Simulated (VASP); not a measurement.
# Bi (R-3m) in VASP: single point with PBEsol

Aim: the single point of Bi with PBEsol.

Program: VASP 6.6.1. These are calculated values, not measurements. Logs are shortened: lines on timing, memory, paths and dates and some standing lists are left out, and cuts for length are marked.

## 1. The cell of the first run

The structure is trigonal, space group R-3m (No. 166). Conventional cell: a = 4.525 Å, b = 4.525 Å, c = 11.651 Å, α = 90.00°, β = 90.00°, γ = 120.00°. Within 4.1 Å of Bi (site symmetry 3m) lie 6 Bi at 3.08 to 3.45 Å.

## 2. Single point, PBEsol, non-collinear spin, zero start, spin-orbit coupling

Input file INCAR:

```
  PREC = Accurate
  ENCUT = 520
  EDIFF = 1E-6
  ISMEAR = -1
  SIGMA = 0.1
  LREAL = False
  LASPH = True
  NELM = 150
  ALGO = Normal
  ISIF = 2
  LWAVE = False
  LCHARG = True
  MAGMOM = 0 0 0 0 0 0
  LORBIT = 11
  LSORBIT = True
  GGA_COMPAT = False
  LORBMOM = True
  GGA = PS
  LVHAR = True
  NBANDS = 42
```

Input file KPOINTS:

```
regular mesh
0
Gamma
  9 9 9
```

Input file POSCAR:

```
Bi
1.0
    2.2623099939      1.3061452839      3.8835079420
   -2.2623099939      1.3061452839      3.8835079420
    0.0000000000     -2.6122905679      3.8835079419
Bi
2
Direct
    0.2366491848      0.2366491848      0.2366491848
    0.7633508152      0.7633508152      0.7633508152
```

Potentials or basis: VASP PAW PBE potentials, release 64 (Bi_d).

The run is started by

```sh
$ cat potpaw_PBE.64/Bi_d/POTCAR > POTCAR
$ mpirun -np 1 vasp_ncl > vasp.out
```

OUTCAR:

```text
PREC = Accurate
   ENCUT = 520
   EDIFF = 1E-6
   ISMEAR = -1
   LREAL = False
   LASPH = True
   NELM = 150
   ISIF = 2
   LORBIT = 11
   LSORBIT = True
   GGA = PS

 ion  position               nearest neighbor table
   1  0.237  0.237  0.237-   2 3.08   2 3.08   2 3.08   2 3.45   2 3.45   2 3.45
   2  0.763  0.763  0.763-   1 3.08   1 3.08   1 3.08   1 3.45   1 3.45   1 3.45

  LATTYP: Found a trigonal (rhomboedric) cell.
 ALAT       =     4.6803521178
 COS(alpha) =     0.5327200267

  Lattice vectors:

 A1 = (   2.2623099939,   1.3061452839,   3.8835079420)
 A2 = (  -2.2623099939,   1.3061452839,   3.8835079420)
 A3 = (   0.0000000000,  -2.6122905679,   3.8835079419)

Analysis of symmetry for initial positions (statically):
=====================================================================
 Subroutine PRICEL returns:
 Original cell was already a primitive cell.

 Routine SETGRP: Setting up the symmetry group for a
 trigonal (rhombohedral) supercell.

 Subroutine GETGRP returns: Found 12 space group operations
 (whereof 12 operations were pure point group operations)
 out of a pool of 12 trial point group operations.

The static configuration has the point symmetry D_3d.

Analysis of symmetry for dynamics (positions and initial velocities):
=====================================================================
 Subroutine PRICEL returns:
 Original cell was already a primitive cell.

 Routine SETGRP: Setting up the symmetry group for a
 trigonal (rhombohedral) supercell.

 Subroutine GETGRP returns: Found 12 space group operations
 (whereof 12 operations were pure point group operations)
 out of a pool of 12 trial point group operations.

The dynamic configuration has the point symmetry D_3d.

Analysis of structural, dynamic, and magnetic symmetry:
=====================================================================
 Subroutine PRICEL returns:
 Original cell was already a primitive cell.

 Routine SETGRP: Setting up the symmetry group for a
 trigonal (rhombohedral) supercell.

 Subroutine GETGRP returns: Found 12 space group operations
 (whereof 12 operations were pure point group operations)
 out of a pool of 12 trial point group operations.

The overall configuration has the point symmetry D_3d.

 Subroutine INISYM returns: Found 12 space group operations
 (whereof 12 operations are pure point group operations),
 and found     1 'primitive' translations

----------------------------------------------------------------------------------------

                                     Primitive cell

  volume of cell :      68.8524

  direct lattice vectors                    reciprocal lattice vectors
     2.262309994  1.306145284  3.883507942     0.221013036  0.127601936  0.085833051
    -2.262309994  1.306145284  3.883507942    -0.221013036  0.127601936  0.085833051
     0.000000000 -2.612290568  3.883507942     0.000000000 -0.255203872  0.085833051

  length of vectors
     4.680352118  4.680352118  4.680352118     0.269251423  0.269251423  0.269251423

  position of ions in fractional coordinates (direct lattice)
     0.236649185  0.236649185  0.236649185
     0.763350815  0.763350815  0.763350815

  ion indices of the primitive-cell ions
   primitive index   ion index
                 1           1
                 2           2

----------------------------------------------------------------------------------------

 KPOINTS: regular mesh

Automatic generation of k-mesh.
 Grid dimensions read from file:
 generate k-points for:    9    9    9

 Generating k-lattice:

  Cartesian coordinates                     Fractional coordinates (reciprocal lattice)
     0.024557004  0.014177993  0.009537006     0.111111111  0.000000000  0.000000000
    -0.024557004  0.014177993  0.009537006     0.000000000  0.111111111  0.000000000
     0.000000000 -0.028355986  0.009537006    -0.000000000 -0.000000000  0.111111111

  Length of vectors
     0.029916825  0.029916825  0.029916825

  Shift w.r.t. Gamma in fractional coordinates (k-lattice)
     0.000000000  0.000000000  0.000000000

 Subroutine IBZKPT returns following result:
 ===========================================

 Found     85 irreducible k-points:

 Following reciprocal coordinates:
            Coordinates               Weight
  0.000000  0.000000  0.000000      1.000000
  0.111111 -0.000000 -0.000000      6.000000
  0.222222  0.000000 -0.000000      6.000000
  0.333333  0.000000 -0.000000      6.000000
  0.444444  0.000000 -0.000000      6.000000
  0.111111  0.111111 -0.000000      6.000000
[... 43 lines left out ...]
   ISIF   =      2    stress and relaxation
   ISYM   =      2    0-nonsym 1-usesym 2-fastsym
   POTIM  = 0.5000    time-step for ionic-motion
   TEBEG  =    0.0;   TEEND  =   0.0 temperature during run
   PSTRESS=    0.0 pullay stress
   NELECT =      30.0000    total number of electrons
   NUPDOWN=      -1.0000    fix difference up-down
   EMIN   =  10.00;   EMAX   =-10.00  energy-range for DOS
   EFERMI =   0.00;   METHOD = LEGACY
   ISMEAR =    -1;   SIGMA  =   0.10  broadening in eV -4-tet -1-fermi 0-gaus
   EFERMI_NEDOS =   21; number of points for ismear=-14 and -15
   IALGO  =     38    algorithm
   IMIX   =      4    mixing-type and parameters
     AMIX     =   0.40;   BMIX     =  1.00
     AMIX_MAG =   1.60;   BMIX_MAG =  1.00
  volume/ion in A,a.u.               =      34.43       232.32
  Fermi-wavevector in a.u.,A,eV,Ry     =   1.241106  2.345350 20.957656  1.540344
  Thomas-Fermi vector in A             =   2.375518
   LORBIT       =     11    0 simple, 1 ext, 2 COOP (PROOUT), +10 PAW based schemes
   GGA     = PS    functional components
   LHFCALC =     F    Hartree Fock is set to
   AEXX    =    0.0000 exact exchange contribution
   IVDW    =     0    specifies the selected vdW correction
   LEPSILON=     F    determine dielectric tensor
   LRPA    =     F    only Hartree local field effects (RPA)
  energy-cutoff  :      520.00
  volume of cell :       68.85
 maximum number of plane-waves:      3766
   NGX = 17   NGY = 17   NGZ = 17

 number of electron      30.0000005 magnetization       0.0000000      0.0000000      0.0000000

 number of electron      30.0000005 magnetization      -0.0000000     -0.0000000     -0.0000000

 number of electron      30.0000005 magnetization       0.0000000      0.0000000     -0.0000000

 number of electron      30.0000005 magnetization      -0.0000000     -0.0000000      0.0000000

 Free energy of the ion-electron system (eV)
  ---------------------------------------------------
  ext. energy  EPLUGINS =         0.00000000
  ---------------------------------------------------
  free energy    TOTEN  =       -10.22713262 eV

  energy without entropy =      -10.21534457  energy(sigma->0) =      -10.22123860

 E-fermi :   6.4278     XC(G=0):  -9.7832

 val. band max:        6.4196860363   @ k =   0.4444   0.0000  -0.0000
 cond. band min:       6.4585834667   @ k =   0.4444   0.4444   0.4444
 fundamental gap:      0.0388974304
 Fermi energy:         6.4278029132

 k-point     1 :       0.0000    0.0000    0.0000
  band No.  band energies     occupation
      1     -17.8661      1.00000
      2     -17.8661      1.00000
      3     -17.8592      1.00000
      4     -17.8592      1.00000
      5     -17.7934      1.00000
      6     -17.7934      1.00000
[... 1069 lines left out ...]
     41      16.1944      0.00000
     42      16.1945      0.00000

 [... further k-points ...]

------------------------ aborting loop because EDIFF is reached ----------------------------------------

  FORCE on cell =-STRESS in cart. coord.  units (eV):
  Direction    XX          YY          ZZ          XY          YZ          ZX
  --------------------------------------------------------------------------------------
  -------------------------------------------------------------------------------------
  Total        0.3769984      0.3769984      0.3166554      0.0000000      0.0000000      0.0000000
  in kB        8.7726538      8.7726538      7.3684886      0.0000000      0.0000000      0.0000000
  external PRESSURE =       8.3045987 kB  Pullay stress =       0.0000000 kB

 VOLUME and BASIS-vectors are now :
 -----------------------------------------------------------------------------
  energy-cutoff  :      520.00
  volume of cell :       68.85
      direct lattice vectors                 reciprocal lattice vectors
     2.262309994  1.306145284  3.883507942     0.221013036  0.127601936  0.085833051
    -2.262309994  1.306145284  3.883507942    -0.221013036  0.127601936  0.085833051
     0.000000000 -2.612290568  3.883507942     0.000000000 -0.255203872  0.085833051

 POSITION                                       TOTAL-FORCE (eV/Angst)
 -----------------------------------------------------------------------------------
      0.00000     -0.00000      2.75709         0.000000      0.000000     -0.009309
      0.00000     -0.00000      8.89344         0.000000     -0.000000      0.009309
 -----------------------------------------------------------------------------------
    total drift:                                0.000000      0.000000     -0.000000

  FREE ENERGIE OF THE ION-ELECTRON SYSTEM (eV)
  ---------------------------------------------------
  free  energy   TOTEN  =       -10.2271326205 eV

  energy  without entropy=      -10.2153445740  energy(sigma->0) =      -10.22123860

 orbital moment (x)

 # of ion     p       d       tot
 ----------------------------------------
  1         0.000  -0.000  -0.000
  2         0.000  -0.000  -0.000
 ----------------------------------------
            0.000  -0.000  -0.000

 orbital moment (y)

 # of ion     p       d       tot
 ----------------------------------------
  1         0.000   0.000   0.000
  2        -0.000  -0.000  -0.000
 ----------------------------------------
           -0.000   0.000  -0.000

 orbital moment (z)

 # of ion     p       d       tot
 ----------------------------------------
  1         0.000   0.000   0.000
  2         0.000  -0.000  -0.000
 ----------------------------------------
            0.000  -0.000  -0.000

 Spin-Orbit-Coupling matrix elements

 Ion:    1  E_soc:     -1.6914586
 l=   1
     0.0000000    -0.2161778    -0.2165261
    -0.2161778     0.0000000    -0.2161778
    -0.2165261    -0.2161778     0.0000000
 l=   2
     0.0000000    -0.0130876     0.0000000    -0.0130876    -0.0525388
    -0.0130876     0.0000000    -0.0394490    -0.0130604    -0.0130876
     0.0000000    -0.0394490     0.0000000    -0.0394490     0.0000000
    -0.0130876    -0.0130604    -0.0394490     0.0000000    -0.0130876
    -0.0525388    -0.0130876     0.0000000    -0.0130876     0.0000000
 l=   3
     0.0000000     0.0000000     0.0000000     0.0000000     0.0000000     0.0000000     0.0000000
     0.0000000     0.0000000     0.0000000     0.0000000     0.0000000     0.0000000     0.0000000
     0.0000000     0.0000000     0.0000000     0.0000000     0.0000000     0.0000000     0.0000000
     0.0000000     0.0000000     0.0000000     0.0000000     0.0000000     0.0000000     0.0000000
     0.0000000     0.0000000     0.0000000     0.0000000     0.0000000     0.0000000     0.0000000
     0.0000000     0.0000000     0.0000000     0.0000000     0.0000000     0.0000000     0.0000000
     0.0000000     0.0000000     0.0000000     0.0000000     0.0000000     0.0000000     0.0000000

 Ion:    2  E_soc:     -1.6914586
 l=   1
     0.0000000    -0.2161778    -0.2165261
    -0.2161778     0.0000000    -0.2161778
    -0.2165261    -0.2161778     0.0000000
 l=   2
     0.0000000    -0.0130876     0.0000000    -0.0130876    -0.0525388
    -0.0130876     0.0000000    -0.0394490    -0.0130604    -0.0130876
     0.0000000    -0.0394490     0.0000000    -0.0394490     0.0000000
    -0.0130876    -0.0130604    -0.0394490     0.0000000    -0.0130876
    -0.0525388    -0.0130876     0.0000000    -0.0130876     0.0000000
 l=   3
     0.0000000     0.0000000     0.0000000     0.0000000     0.0000000     0.0000000     0.0000000
     0.0000000     0.0000000     0.0000000     0.0000000     0.0000000     0.0000000     0.0000000
     0.0000000     0.0000000     0.0000000     0.0000000     0.0000000     0.0000000     0.0000000
     0.0000000     0.0000000     0.0000000     0.0000000     0.0000000     0.0000000     0.0000000
     0.0000000     0.0000000     0.0000000     0.0000000     0.0000000     0.0000000     0.0000000
     0.0000000     0.0000000     0.0000000     0.0000000     0.0000000     0.0000000     0.0000000
     0.0000000     0.0000000     0.0000000     0.0000000     0.0000000     0.0000000     0.0000000

 total charge

# of ion       s       p       d       tot
------------------------------------------
    1        1.520   1.364   9.916  12.801
    2        1.520   1.364   9.916  12.801
--------------------------------------------------
tot          3.041   2.729  19.833  25.602

 magnetization (x)

# of ion       s       p       d       tot
------------------------------------------
    1        0.000  -0.000   0.000  -0.000
    2        0.000  -0.000   0.000  -0.000
--------------------------------------------------
tot          0.000  -0.000   0.000  -0.000

 magnetization (y)

# of ion       s       p       d       tot
------------------------------------------
    1        0.000   0.000   0.000   0.000
    2        0.000   0.000   0.000   0.000
--------------------------------------------------
tot          0.000   0.000   0.000   0.000

 magnetization (z)

# of ion       s       p       d       tot
------------------------------------------
    1        0.000   0.000   0.000   0.000
    2        0.000   0.000   0.000   0.000
--------------------------------------------------
tot          0.000   0.000   0.000   0.000
```

Run time: 11 min. Hardware: 1 thread of Oxide Virtual Turin-like, shared host; peak memory 0.54 GiB.

Results:

* Free energy: -10.2271 eV
* Pressure: 0.8 GPa
* Largest force: 0.009 eV/Å
* Net moment: 0.00 μB per cell
* Valence electrons inside the program's atomic spheres: Bi 12.80

Forces in eV/Å, atoms in the order of the input:
```
Bi   0.000  0.000 -0.009
Bi   0.000  0.000  0.009
```

Moments on the atoms (μB; x, y, z):
```
Bi  0.00 0.00 0.00
Bi  0.00 0.00 0.00
```

Caveat: the PAW data sets were made with another functional, which shifts forces and pressure a little.
